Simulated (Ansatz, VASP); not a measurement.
# One calculation of SnSe, two programs

```xyz
2
Lattice="-2.2779 2.2779 2.5878 2.2779 -2.2779 2.5878 2.2779 2.2779 -2.5878" Properties=species:S:1:pos:R:3 pbc="T T T"
Sn    0.0000    0.0000    0.0000
Se    0.0000    0.0000    2.5878
```

Alike in both runs: task single point; functional PBE; k mesh 6 × 6 × 6; occupations gaussian, width 0.1 eV; no spin polarisation.

|  | VASP | Ansatz |
| --- | --- | --- |
| version | VASP 6.6.1 | Ansatz 0.2.0 |
| potentials or method | VASP PAW PBE potentials, release 64 (Sn_d, Se), cutoff 520 eV | scalar-relativistic, plane waves, PAW |
| valence electrons in the cell | 20 | 30 |

VASP gave:

```
gap on the k mesh at the Fermi level (eV)                     : none
pressure (GPa)                                                : 7.5
traceless stress, the component that is largest in VASP (GPa) : 20.41
```

**Question.** What did Ansatz give for the same quantities?

**Answer.** gap on the k mesh at the Fermi level (eV): none; pressure (GPa): 7.5; traceless stress, the component that is largest in VASP (GPa): 20.38.

A gap of «none» marks a metal or a gap that the smearing closes. VASP's potentials hold 20 valence electrons a cell and Ansatz's 30, so a difference there can come from the potentials and not from the codes.
